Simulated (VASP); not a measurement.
# PbSe in VASP: single point with PBEsol

Aim: the single point of PbSe with PBEsol.

Everything below comes from runs of VASP 6.6.1. Logs are shortened: lines on timing, memory, paths and dates and some standing lists are left out, and cuts for length are marked.

### 1 The cell of the first run

The cell holds a slab with vacuum, 4 atoms: a = 4.415 Å, b = 4.415 Å, c = 12.399 Å, α = 100.23°, β = 100.23°, γ = 90.13°.

### 2 Single point, PBEsol

Input file INCAR:

```
PREC = Accurate
ENCUT = 520
EDIFF = 1E-6
ISMEAR = 0
SIGMA = 0.01
LREAL = F
LASPH = T
NELM = 60
ALGO = Normal
ISIF = 2
LWAVE = F
LCHARG = T
GGA = PS
LELF = T
LVHAR = T
NBANDS = 28
```

Input file KPOINTS:

```
regular mesh
0
Gamma
  4 4 2
```

Input file POSCAR:

```
PbSe
1.0
    4.4148899600      0.0000000000      0.0000000000
   -0.0103110200      4.4148779200      0.0000000000
   -2.2022894700     -2.2074389600     12.0007990000
Pb Se
2 2
Direct
    0.8001900000      0.8145460000      0.6176240000
    0.1926960000      0.1931600000      0.3815570000
    0.3001050000      0.3157340000      0.6220350000
    0.6768540000      0.7126680000      0.3768060000
```

Potentials or basis: VASP PAW PBE potentials, release 64 (Pb_d, Se).

Started as:

```
cat potpaw_PBE.64/Pb_d/POTCAR potpaw_PBE.64/Se/POTCAR > POTCAR
mpirun -np 1 vasp_std > vasp.out
```

OUTCAR:

```text
PREC = Accurate
   ENCUT = 520
   EDIFF = 1E-6
   ISMEAR = 0
   LREAL = F
   LASPH = T
   NELM = 60
   ISIF = 2
   GGA = PS

 ion  position               nearest neighbor table
   1  0.800  0.815  0.618-   4 2.89   3 3.11   3 3.12   3 3.13   3 3.13
   2  0.193  0.193  0.382-   3 2.89   4 3.02   4 3.09   4 3.15   4 3.24
   3  0.300  0.316  0.622-   2 2.89   1 3.11   1 3.12   1 3.13   1 3.13
   4  0.677  0.713  0.377-   1 2.89   2 3.02   2 3.09   2 3.15   2 3.24

  LATTYP: Found a face centered orthorhombic cell.
 ALAT       =     6.2363020042
 B/A-ratio  =     1.0023382438
 C/A-ratio  =     3.8486907760

  Lattice vectors:

 A1 = (  -2.2126004900,   2.2074389600,  12.0007990000)
 A2 = (   2.2022894700,   2.2074389600,  12.0007990000)
 A3 = (  -0.0103110200,   4.4148779200,   0.0000000000)

Analysis of symmetry for initial positions (statically):
=====================================================================
 Subroutine PRICEL returns:
 Original cell was already a primitive cell.

 Routine SETGRP: Setting up the symmetry group for a
 face centered orthorhombic supercell.

 Subroutine GETGRP returns: Found  1 space group operations
 (whereof  1 operations were pure point group operations)
 out of a pool of  8 trial point group operations.

The static configuration has the point symmetry C_1 .

Analysis of symmetry for dynamics (positions and initial velocities):
=====================================================================
 Subroutine PRICEL returns:
 Original cell was already a primitive cell.

 Routine SETGRP: Setting up the symmetry group for a
 face centered orthorhombic supercell.

 Subroutine GETGRP returns: Found  1 space group operations
 (whereof  1 operations were pure point group operations)
 out of a pool of  8 trial point group operations.

The dynamic configuration has the point symmetry C_1 .

 Subroutine INISYM returns: Found  1 space group operations
 (whereof  1 operations are pure point group operations),
 and found     1 'primitive' translations

----------------------------------------------------------------------------------------

                                     Primitive cell

  volume of cell :     233.9100

  direct lattice vectors                    reciprocal lattice vectors
     4.414889960  0.000000000  0.000000000     0.226506212  0.000529009  0.041663893
    -0.010311020  4.414877920  0.000000000     0.000000000  0.226506829  0.041663893
    -2.202289470 -2.207438960 12.000799000     0.000000000  0.000000000  0.083327785

  length of vectors
     4.414889960  4.414889961 12.399275878     0.230306804  0.230306803  0.083327785

  position of ions in fractional coordinates (direct lattice)
     0.800190000  0.814546000  0.617624000
     0.192696000  0.193160000  0.381557000
     0.300105000  0.315734000  0.622035000
     0.676854000  0.712668000  0.376806000

  ion indices of the primitive-cell ions
   primitive index   ion index
                 1           1
                 2           2
                 3           3
                 4           4

----------------------------------------------------------------------------------------

 KPOINTS: regular mesh

Automatic generation of k-mesh.
 Grid dimensions read from file:
 generate k-points for:    4    4    2

 Generating k-lattice:

  Cartesian coordinates                     Fractional coordinates (reciprocal lattice)
     0.056626553  0.000132252  0.010415973     0.250000000  0.000000000  0.000000000
     0.000000000  0.056626707  0.010415973     0.000000000  0.250000000  0.000000000
     0.000000000  0.000000000  0.041663893     0.000000000  0.000000000  0.500000000

  Length of vectors
     0.057576701  0.057576701  0.041663893

  Shift w.r.t. Gamma in fractional coordinates (k-lattice)
     0.000000000  0.000000000  0.000000000

 -----------------------------------------------------------------------------
|                                                                             |
|           W    W    AA    RRRRR   N    N  II  N    N   GGGG   !!!           |
|           W    W   A  A   R    R  NN   N  II  NN   N  G    G  !!!           |
|           W    W  A    A  R    R  N N  N  II  N N  N  G       !!!           |
|           W WW W  AAAAAA  RRRRR   N  N N  II  N  N N  G  GGG   !            |
|           WW  WW  A    A  R   R   N   NN  II  N   NN  G    G                |
|           W    W  A    A  R    R  N    N  II  N    N   GGGG   !!!           |
|                                                                             |
|     Your reciprocal lattice and k-lattice belong to different lattice       |
|     classes:                                                                |
|                                                                             |
|        The reciprocal lattice is body-centered orthorhombic,                |
|        whereas your k-lattice is base-centered monoclinic.                  |
|                                                                             |
|     Results are often still useful ...                                      |
|                                                                             |
 -----------------------------------------------------------------------------

 WARNING: IBZKPT: internal override: KBLOWUP is changed to .FALSE.
      ... skipping the blow-up phase ...

 Subroutine IBZKPT returns following result:
 ===========================================

 Found     20 irreducible k-points:

 Following reciprocal coordinates:
            Coordinates               Weight
  0.000000  0.000000  0.000000      1.000000
  0.250000  0.000000  0.000000      2.000000
  0.500000  0.000000  0.000000      1.000000
  0.000000  0.250000  0.000000      2.000000
  0.250000  0.250000 -0.000000      2.000000
  0.500000  0.250000  0.000000      2.000000
[... 12 lines left out ...]
  0.250000  0.500000  0.500000      2.000000
  0.500000  0.500000  0.500000      1.000000
   k-points           NKPTS =     20   k-points in BZ     NKDIM =     20   number of bands    NBANDS=     28
   number of dos      NEDOS =    301   number of ions     NIONS =      4
   total plane-waves  NPLWV = 124416
   dimension x,y,z NGX =    36 NGY =   36 NGZ =   96
   dimension x,y,z NGXF=    72 NGYF=   72 NGZF=  192
   ions per type =               2   2
   NGX,Y,Z   is equivalent  to a cutoff of  13.56, 13.56, 12.87 a.u.
   NGXF,Y,Z  is equivalent  to a cutoff of  27.11, 27.11, 25.74 a.u.
 SYSTEM =  unknown system
   PREC   = accura    normal or accurate (medium, high low for compatibility)
   ISTART =      0    job   : 0-new  1-cont  2-samecut
   ICHARG =      2    charge: 1-file 2-atom 10-const
   ISPIN  =      1    spin polarized calculation?
   LNONCOLLINEAR =      F non collinear calculations
   LSORBIT =      F    spin-orbit coupling
   LASPH  =      T    aspherical Exc in radial PAW
   ENCUT  =  520.0 eV  38.22 Ry    6.18 a.u.   8.21  8.21 23.05*2*pi/ulx,y,z
   NELM   =     60;   NELMIN=  2; NELMDL= -5     # of ELM steps
   EDIFF  = 0.1E-05   stopping-criterion for ELM
   LREAL  =      F    real-space projection
   EDIFFG = 0.1E-04   stopping-criterion for IOM
   NSW    =      0    number of steps for IOM
   IBRION =     -1    ionic relax: 0-MD 1-quasi-New 2-CG
   NFREE  =      0    steps in history (QN), initial steepest desc. (CG)
   ISIF   =      2    stress and relaxation
   ISYM   =      2    0-nonsym 1-usesym 2-fastsym
   POTIM  = 0.5000    time-step for ionic-motion
   TEBEG  =    0.0;   TEEND  =   0.0 temperature during run
   PSTRESS=    0.0 pullay stress
   NELECT =      40.0000    total number of electrons
   NUPDOWN=      -1.0000    fix difference up-down
   EMIN   =  10.00;   EMAX   =-10.00  energy-range for DOS
   EFERMI =   0.00;   METHOD = LEGACY
   ISMEAR =     0;   SIGMA  =   0.01  broadening in eV -4-tet -1-fermi 0-gaus
   EFERMI_NEDOS =   21; number of points for ismear=-14 and -15
   IALGO  =     38    algorithm
   IMIX   =      4    mixing-type and parameters
     AMIX     =   0.40;   BMIX     =  1.00
     AMIX_MAG =   1.60;   BMIX_MAG =  1.00
  volume/ion in A,a.u.               =      58.48       394.63
  Fermi-wavevector in a.u.,A,eV,Ry     =   0.908682  1.717160 11.234370  0.825703
  Thomas-Fermi vector in A             =   2.032637
   LORBIT       =      0    0 simple, 1 ext, 2 COOP (PROOUT), +10 PAW based schemes
   GGA     = PS    functional components
   LHFCALC =     F    Hartree Fock is set to
   AEXX    =    0.0000 exact exchange contribution
   IVDW    =     0    specifies the selected vdW correction
   LEPSILON=     F    determine dielectric tensor
   LRPA    =     F    only Hartree local field effects (RPA)
 non-spin polarized calculation
 Gauss-broadening in eV      SIGMA  =   0.01
  energy-cutoff  :      520.00
  volume of cell :      233.91
 maximum number of plane-waves:      6336
 NGX is ok and might be reduce to    36
   NGX = 17   NGY = 17   NGZ = 45

 number of electron      40.0000000 magnetization

 Free energy of the ion-electron system (eV)
  ---------------------------------------------------
  ext. energy  EPLUGINS =         0.00000000
  ---------------------------------------------------
  free energy    TOTEN  =       -17.28983000 eV

  energy without entropy =      -17.28983000  energy(sigma->0) =      -17.28983000

 E-fermi :  -0.2440     XC(G=0):  -5.6377

 val. band max:       -0.3276937972   @ k =   0.5000   0.0000   0.0000
 cond. band min:       1.1847784856   @ k =   0.5000   0.0000   0.0000
 fundamental gap:      1.5124722828
 Fermi energy:        -0.2439586956

 k-point     1 :       0.0000    0.0000    0.0000
  band No.  band energies     occupation
      1     -16.6425      2.00000
      2     -16.5585      2.00000
      3     -16.5551      2.00000
      4     -16.5471      2.00000
      5     -16.5467      2.00000
      6     -16.5391      2.00000
[... 20 lines left out ...]
     27       5.2225      0.00000
     28       5.2686      0.00000

 k-point     2 :       0.2500    0.0000    0.0000
  band No.  band energies     occupation
      1     -16.6198      2.00000
      2     -16.5579      2.00000
      3     -16.5523      2.00000
      4     -16.5499      2.00000
      5     -16.5476      2.00000
      6     -16.5442      2.00000
[... 550 lines left out ...]
 k-point    20 :       0.5000    0.5000    0.5000
  band No.  band energies     occupation
      1     -16.6319      2.00000
      2     -16.6258      2.00000
      3     -16.5588      2.00000
      4     -16.5585      2.00000
      5     -16.5416      2.00000
      6     -16.5336      2.00000
[... 20 lines left out ...]
     27       5.9650      0.00000
     28       6.0088      0.00000

------------------------ aborting loop because EDIFF is reached ----------------------------------------

  FORCE on cell =-STRESS in cart. coord.  units (eV):
  Direction    XX          YY          ZZ          XY          YZ          ZX
  --------------------------------------------------------------------------------------
  -------------------------------------------------------------------------------------
  Total       -2.2069686     -2.1996016     -2.6407892      0.0169077      0.2161185      0.0367909
  in kB      -15.1167344    -15.0662742    -18.0882089      0.1158100      1.4803140      0.2520008
  external PRESSURE =     -16.0904058 kB  Pullay stress =       0.0000000 kB

 VOLUME and BASIS-vectors are now :
 -----------------------------------------------------------------------------
  energy-cutoff  :      520.00
  volume of cell :      233.91
      direct lattice vectors                 reciprocal lattice vectors
     4.414889960  0.000000000  0.000000000     0.226506212  0.000529009  0.041663893
    -0.010311020  4.414877920  0.000000000     0.000000000  0.226506829  0.041663893
    -2.202289470 -2.207438960 12.000799000     0.000000000  0.000000000  0.083327785

 POSITION                                       TOTAL-FORCE (eV/Angst)
 -----------------------------------------------------------------------------------
      2.16417      2.23275      7.41198         0.018046     -0.004693     -0.487270
      0.00844      0.01051      4.57899        -0.007139     -0.008424      0.466486
     -0.04823      0.02082      7.46492        -0.005131      0.078206     -0.416738
      2.15105      2.31457      4.52197        -0.005776     -0.065089      0.437522
 -----------------------------------------------------------------------------------
    total drift:                                0.000378      0.000358      0.000330

  FREE ENERGIE OF THE ION-ELECTRON SYSTEM (eV)
  ---------------------------------------------------
  free  energy   TOTEN  =       -17.2898299975 eV

  energy  without entropy=      -17.2898299975  energy(sigma->0) =      -17.28983000
```

Wall time 4.4 min (1 thread of AMD EPYC 7R43 (Zen 3), shared host); peak memory 0.36 GiB.

Results:

```yaml
Free_energy: -17.2898 eV
Largest_force: 0.488 eV/Å
Band_gap_on_the_k_mesh: 1.51 eV
```

Forces in eV/Å, atoms in the order of the input:
```
Pb   0.018 -0.005 -0.487
Pb  -0.007 -0.008  0.466
Se  -0.005  0.078 -0.417
Se  -0.006 -0.065  0.438
```

Caveat: the PAW data sets were made with another functional, which shifts forces and pressure a little; spin-orbit coupling is left out, which moves the levels of the heavy elements.
